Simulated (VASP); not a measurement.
# WC (Amm2) in VASP: further runs

The runs below take WC through single point, with r2SCAN.

Everything below comes from runs of VASP 6.6.1. Logs are shortened: lines on timing, memory, paths and dates and some standing lists are left out, and cuts for length are marked.

## (1) The cell of the first run

Symmetry: Amm2, No. 38, orthorhombic system. The conventional cell has a = 2.829 Å, b = 2.842 Å, c = 5.124 Å, α = 90.00°, β = 90.00°, γ = 90.00°. W (site symmetry mm2) has 6 C at 2.18 to 2.22 Å and 4 W at 2.83 to 2.84 Å within 2.9 Å. Within 2.9 Å of C (site symmetry mm2) lie 6 W at 2.18 to 2.22 Å and 4 C at 2.83 to 2.84 Å.

## (2) Single point, r2SCAN (strain -0.0200 x Voigt [1, -1, 0, 0, 0, 0])

Input file POSCAR:

```
WC
1.0
    2.8424914073      0.0000000000      0.0000000000
   -1.4212457036      2.5621460858      0.0000000000
    0.0000000000      0.0000000000      2.8290000000
W C
1 1
Direct
    0.0000000000      0.0000000000      0.0000000000
    0.6666666667      0.3333333333      0.5000000000
```

Input file INCAR.step1:

```
SYSTEM = WC
PREC = Accurate
ENCUT = 520
ISMEAR = 0
SIGMA = 0.15
LREAL = .False.
LASPH = .True.
NELM = 60
NBANDS = 16
GGA = PE
ALGO = Normal
EDIFF = 1E-4
LWAVE = .True.
LCHARG = .False.
```

Input file INCAR.step2:

```
SYSTEM = WC
PREC = Accurate
ENCUT = 520
EDIFF = 1E-6
ISMEAR = 0
SIGMA = 0.15
LREAL = .False.
LASPH = .True.
NELM = 60
ALGO = Normal
ISIF = 2
LWAVE = .False.
LCHARG = .False.
METAGGA = R2SCAN
LMIXTAU = .True.
NBANDS = 16
ISTART = 1
```

Input file KPOINTS:

```
regular mesh
0
Gamma
  18 18 16
  0 0 0
```

Potentials or basis: VASP PAW PBE potentials, release 64 (W_sv, C).

Launch:

```sh
> cat potpaw_PBE.64/W_sv/POTCAR potpaw_PBE.64/C/POTCAR > POTCAR
> cp INCAR.step1 INCAR
> mpirun -np 1 vasp_std > vasp.out
> cp INCAR.step2 INCAR
> mpirun -np 1 vasp_std > vasp.out
```

OUTCAR:

```text
SYSTEM = WC
   PREC = Accurate
   ENCUT = 520
   EDIFF = 1E-6
   ISMEAR = 0
   LREAL = .False.
   LASPH = .True.
   NELM = 60
   ISIF = 2
   METAGGA = R2SCAN
   ISTART = 1

 ion  position               nearest neighbor table
   1  0.000  0.000  0.000-   2 2.18   2 2.18   2 2.18   2 2.18   2 2.22   2 2.22
   2  0.667  0.333  0.500-   1 2.18   1 2.18   1 2.18   1 2.18   1 2.22   1 2.22

  LATTYP: Found a base centered orthorhombic cell.
 ALAT       =     2.8424914073
 B/A-ratio  =     1.8027467589
 C/A-ratio  =     0.9952536682

  Lattice vectors:

 A1 = (   1.4212457036,  -2.5621460858,   0.0000000000)
 A2 = (   1.4212457037,   2.5621460858,   0.0000000000)
 A3 = (   0.0000000000,   0.0000000000,   2.8290000000)

Analysis of symmetry for initial positions (statically):
=====================================================================
 Subroutine PRICEL returns:
 Original cell was already a primitive cell.

 Routine SETGRP: Setting up the symmetry group for a
 base centered orthorhombic supercell.

 Subroutine GETGRP returns: Found  4 space group operations
 (whereof  4 operations were pure point group operations)
 out of a pool of  8 trial point group operations.

The static configuration has the point symmetry C_2v.

Analysis of symmetry for dynamics (positions and initial velocities):
=====================================================================
 Subroutine PRICEL returns:
 Original cell was already a primitive cell.

 Routine SETGRP: Setting up the symmetry group for a
 base centered orthorhombic supercell.

 Subroutine GETGRP returns: Found  4 space group operations
 (whereof  4 operations were pure point group operations)
 out of a pool of  8 trial point group operations.

The dynamic configuration has the point symmetry C_2v.

 Subroutine INISYM returns: Found  4 space group operations
 (whereof  4 operations are pure point group operations),
 and found     1 'primitive' translations

----------------------------------------------------------------------------------------

                                     Primitive cell

  volume of cell :      20.6033

  direct lattice vectors                    reciprocal lattice vectors
     2.842491407  0.000000000  0.000000000     0.351804054  0.195148904  0.000000000
    -1.421245704  2.562146086  0.000000000     0.000000000  0.390297808  0.000000000
     0.000000000  0.000000000  2.829000000     0.000000000  0.000000000  0.353481796

  length of vectors
     2.842491407  2.929937186  2.829000000     0.402304843  0.390297808  0.353481796

  position of ions in fractional coordinates (direct lattice)
     0.000000000  0.000000000  0.000000000
     0.666666667  0.333333333  0.500000000

  ion indices of the primitive-cell ions
   primitive index   ion index
                 1           1
                 2           2

----------------------------------------------------------------------------------------

 KPOINTS: regular mesh

Automatic generation of k-mesh.
 Grid dimensions read from file:
 generate k-points for:   18   18   16

 Generating k-lattice:

  Cartesian coordinates                     Fractional coordinates (reciprocal lattice)
     0.019544670  0.010841606  0.000000000     0.055555556  0.000000000  0.000000000
     0.000000000  0.021683212  0.000000000     0.000000000  0.055555556  0.000000000
     0.000000000  0.000000000  0.022092612     0.000000000  0.000000000  0.062500000

  Length of vectors
     0.022350269  0.021683212  0.022092612

  Shift w.r.t. Gamma in fractional coordinates (k-lattice)
     0.000000000  0.000000000  0.000000000

 Subroutine IBZKPT returns following result:
 ===========================================

 Found    819 irreducible k-points:

 Following reciprocal coordinates:
            Coordinates               Weight
  0.000000  0.000000  0.000000      1.000000
  0.055556  0.000000  0.000000      4.000000
  0.111111  0.000000  0.000000      4.000000
  0.166667  0.000000  0.000000      4.000000
  0.222222  0.000000  0.000000      4.000000
  0.277778  0.000000  0.000000      4.000000
[... 16 lines left out ...]
 -0.333333  0.055556  0.000000      4.000000
 -0.277778  0.055556  0.000000      4.000000
 [... further k-points ...]
   k-points           NKPTS =    819   k-points in BZ     NKDIM =    819   number of bands    NBANDS=     16
   number of dos      NEDOS =    301   number of ions     NIONS =      2
   total plane-waves  NPLWV =  13824
   dimension x,y,z NGX =    24 NGY =   24 NGZ =   24
   dimension x,y,z NGXF=    48 NGYF=   48 NGZF=   48
   ions per type =               1   1
   NGX,Y,Z   is equivalent  to a cutoff of  14.04, 13.62, 14.10 a.u.
   NGXF,Y,Z  is equivalent  to a cutoff of  28.07, 27.24, 28.21 a.u.
 SYSTEM =  WC
   PREC   = accura    normal or accurate (medium, high low for compatibility)
   ISTART =      1    job   : 0-new  1-cont  2-samecut
   ICHARG =      0    charge: 1-file 2-atom 10-const
   ISPIN  =      1    spin polarized calculation?
   LNONCOLLINEAR =      F non collinear calculations
   LSORBIT =      F    spin-orbit coupling
   LASPH  =      T    aspherical Exc in radial PAW
   ENCUT  =  520.0 eV  38.22 Ry    6.18 a.u.   5.29  5.45  5.26*2*pi/ulx,y,z
   NELM   =     60;   NELMIN=  2; NELMDL=  0     # of ELM steps
   EDIFF  = 0.1E-05   stopping-criterion for ELM
   LREAL  =      F    real-space projection
   EDIFFG = 0.1E-04   stopping-criterion for IOM
   NSW    =      0    number of steps for IOM
   IBRION =     -1    ionic relax: 0-MD 1-quasi-New 2-CG
   NFREE  =      0    steps in history (QN), initial steepest desc. (CG)
   ISIF   =      2    stress and relaxation
   ISYM   =      2    0-nonsym 1-usesym 2-fastsym
   POTIM  = 0.5000    time-step for ionic-motion
   TEBEG  =    0.0;   TEEND  =   0.0 temperature during run
   PSTRESS=    0.0 pullay stress
   NELECT =      18.0000    total number of electrons
   NUPDOWN=      -1.0000    fix difference up-down
   EMIN   =  10.00;   EMAX   =-10.00  energy-range for DOS
   EFERMI =   0.00;   METHOD = LEGACY
   ISMEAR =     0;   SIGMA  =   0.15  broadening in eV -4-tet -1-fermi 0-gaus
   EFERMI_NEDOS =   21; number of points for ismear=-14 and -15
   IALGO  =     38    algorithm
   IMIX   =      4    mixing-type and parameters
     AMIX     =   0.40;   BMIX     =  1.00
     AMIX_MAG =   1.60;   BMIX_MAG =  1.00
  volume/ion in A,a.u.               =      10.30        69.52
  Fermi-wavevector in a.u.,A,eV,Ry     =   1.565022  2.957462 33.324649  2.449293
  Thomas-Fermi vector in A             =   2.667559
   LORBIT       =      0    0 simple, 1 ext, 2 COOP (PROOUT), +10 PAW based schemes
   METAGGA = R2SCAN    functional components
   LHFCALC =     F    Hartree Fock is set to
   AEXX    =    0.0000 exact exchange contribution
   IVDW    =     0    specifies the selected vdW correction
   LEPSILON=     F    determine dielectric tensor
   LRPA    =     F    only Hartree local field effects (RPA)
 non-spin polarized calculation
 Gauss-broadening in eV      SIGMA  =   0.15
  energy-cutoff  :      520.00
  volume of cell :       20.60
 maximum number of plane-waves:       570
 NGX is ok and might be reduce to    24
   NGX = 11   NGY = 11   NGZ = 11

 number of electron      18.0000000 magnetization

 Free energy of the ion-electron system (eV)
  ---------------------------------------------------
  ext. energy  EPLUGINS =         0.00000000
  ---------------------------------------------------
  free energy    TOTEN  =       -61.57953257 eV

  energy without entropy =      -61.57660067  energy(sigma->0) =      -61.57806662

 E-fermi :  11.0972     XC(G=0): -15.0148

 val. band max:       11.0971452711   @ k =   0.4444   0.0000   0.4375
 cond. band min:      11.1002537045   @ k =   0.0000   0.0000   0.3750
 fundamental gap:      0.0031084334
 Fermi energy:        11.0971775186

 k-point     1 :       0.0000    0.0000    0.0000
  band No.  band energies     occupation
      1     -64.8609      2.00000
      2     -28.1660      2.00000
      3     -28.1026      2.00000
      4     -28.0116      2.00000
      5      -4.2295      2.00000
      6       6.5131      2.00000
[... 8 lines left out ...]
     15      26.4036      0.00000
     16      28.3561      0.00000

 k-point     2 :       0.0556    0.0000    0.0000
  band No.  band energies     occupation
      1     -64.8587      2.00000
      2     -28.1621      2.00000
      3     -28.1139      2.00000
      4     -28.0368      2.00000
      5      -4.1426      2.00000
      6       6.5513      2.00000
[... 8 lines left out ...]
     15      26.1939      0.00000
     16      28.5888      0.00000

 k-point     3 :       0.1111    0.0000    0.0000
  band No.  band energies     occupation
      1     -64.8524      2.00000
      2     -28.1637      2.00000
      3     -28.1510      2.00000
      4     -28.0916      2.00000
      5      -3.8891      2.00000
      6       6.5573      2.00000
[... 8 lines left out ...]
     15      25.8505      0.00000
     16      29.1716      0.00000

 k-point     4 :       0.1667    0.0000    0.0000
  band No.  band energies     occupation
      1     -64.8427      2.00000
      2     -28.2786      2.00000
      3     -28.1348      2.00000
      4     -28.1339      2.00000
      5      -3.4896      2.00000
      6       6.2039      2.00000
[... 8 lines left out ...]
     15      25.6822      0.00000
     16      30.0092      0.00000
[... 324 lines left out ...]
 k-point    22 :      -0.3889    0.0556    0.0000
  band No.  band energies     occupation
      1     -64.7993      2.00000
      2     -28.8116      2.00000
      3     -28.2741      2.00000
      4     -28.0576      2.00000
      5      -1.4516      2.00000
      6       4.2556      2.00000
[... 8 lines left out ...]
     15      26.9174      0.00000
     16      28.9266      0.00000

 k-point    23 :      -0.3333    0.0556    0.0000
  band No.  band energies     occupation
      1     -64.8100      2.00000
      2     -28.6826      2.00000
      3     -28.2399      2.00000
      4     -28.0766      2.00000
      5      -2.0262      2.00000
      6       4.7161      2.00000
[... 8 lines left out ...]
     15      26.9009      0.00000
     16      29.4312      0.00000

 k-point    24 :      -0.2778    0.0556    0.0000
  band No.  band energies     occupation
      1     -64.8222      2.00000
      2     -28.5301      2.00000
      3     -28.2022      2.00000
      4     -28.0983      2.00000
      5      -2.6219      2.00000
      6       5.2795      2.00000
[... 8 lines left out ...]
     15      26.1386      0.00000
     16      30.3108      0.00000

 [... further k-points ...]

------------------------ aborting loop because EDIFF is reached ----------------------------------------

  FORCE on cell =-STRESS in cart. coord.  units (eV):
  Direction    XX          YY          ZZ          XY          YZ          ZX
  --------------------------------------------------------------------------------------
  -------------------------------------------------------------------------------------
  Total        2.3267845     -0.5171889      0.7978644     -0.0000000      0.0000000      0.0000000
  in kB      180.9384030    -40.2183073     62.0445577     -0.0000000      0.0000000      0.0000000
  external PRESSURE =      67.5882178 kB  Pullay stress =       0.0000000 kB

 VOLUME and BASIS-vectors are now :
 -----------------------------------------------------------------------------
  energy-cutoff  :      520.00
  volume of cell :       20.60
      direct lattice vectors                 reciprocal lattice vectors
     2.842491407  0.000000000  0.000000000     0.351804054  0.195148904  0.000000000
    -1.421245704  2.562146086  0.000000000     0.000000000  0.390297808  0.000000000
     0.000000000  0.000000000  2.829000000     0.000000000  0.000000000  0.353481796

 POSITION                                       TOTAL-FORCE (eV/Angst)
 -----------------------------------------------------------------------------------
      0.00000      0.00000      0.00000        -0.000000     -0.192742      0.000000
      1.42125      0.85405      1.41450         0.000000      0.192742      0.000000
 -----------------------------------------------------------------------------------
    total drift:                               -0.000000     -0.000055      0.000000

  FREE ENERGIE OF THE ION-ELECTRON SYSTEM (eV)
  ---------------------------------------------------
  free  energy   TOTEN  =       -61.5795325653 eV

  energy  without entropy=      -61.5766006651  energy(sigma->0) =      -61.57806662
```

Wall time 23 min (1 thread of Oxide Virtual Turin-like, shared host); peak memory 0.33 GiB.

Results:

| Property | Result |
| --- | --- |
| Free energy | -61.5795 eV |
| Pressure | 6.8 GPa |
| Largest force | 0.193 eV/Å |
| Band gap on the k mesh | zero (band 9 reaches 11.81 eV, above the bottom of band 10 at 10.44 eV) |

Forces in eV/Å, atoms in the order of the input:
```
W    0.000 -0.193  0.000
C    0.000  0.193  0.000
```

Caveat: the cell differs from its parent crystal (strain -0.0200 x Voigt [1, -1, 0, 0, 0, 0]); the PAW data sets were made with another functional, which shifts forces and pressure a little; spin-orbit coupling is left out, which moves the levels of the heavy elements.

(Part 1 of 2 ends here.)
